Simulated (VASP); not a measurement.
Set up this calculation in VASP 6.6.1, as the native input.

* Task: single point
* Functional: PBEsol
* Potentials or basis: VASP PAW PBE potentials, release 64 (C)
* Cutoff: 600 eV
* k mesh: 5 × 5 × 5
* Occupations: fermi-dirac, width 0.1 eV
* Spin: no spin polarisation
* Dipole correction: no
* Further INCAR settings: ALGO = Normal; EDIFF = 1e-06; NBANDS = 11

The structure of C lies in POSCAR:

```
C
1.0
    0.0000000000      1.7833700000      1.7833700000
    1.7833700000      0.0000000000      1.7833700000
    1.7833700000      1.7833700000      0.0000000000
C
2
Direct
   -0.0107881151      0.0079436070     -0.0054670494
    0.2607881151      0.2420563930      0.2554670494
```

The input as run:

INCAR

```
SYSTEM = C
PREC = Accurate
ENCUT = 600
EDIFF = 1E-6
ISMEAR = -1
SIGMA = 0.1
LREAL = .False.
LASPH = .True.
NELM = 120
ALGO = Normal
ISIF = 2
LWAVE = .False.
LCHARG = .False.
GGA = PS
NBANDS = 11
GGA_COMPAT = .False.
```

KPOINTS

```
regular mesh
0
Gamma
  5 5 5
  0 0 0
```

Potentials or basis: VASP PAW PBE potentials, release 64 (C).

The run is started by

```bash
$ cat potpaw_PBE.64/C/POTCAR > POTCAR
$ mpirun -np 1 vasp_std > vasp.out
```

Results of the run:

The pressure is -2.9 GPa and the largest force is 2.259 eV/Å. The band gap on the k mesh is 3.07 eV, indirect (least direct gap 3.88 eV).

Caveat: the k points lie up to 0.61 Å⁻¹ apart; the PAW data sets were made with another functional, which shifts forces and pressure a little.

Wall time 4.8 s on 1 thread of Intel Xeon 6975P-C, on a shared host, peak memory 0.12 GiB.
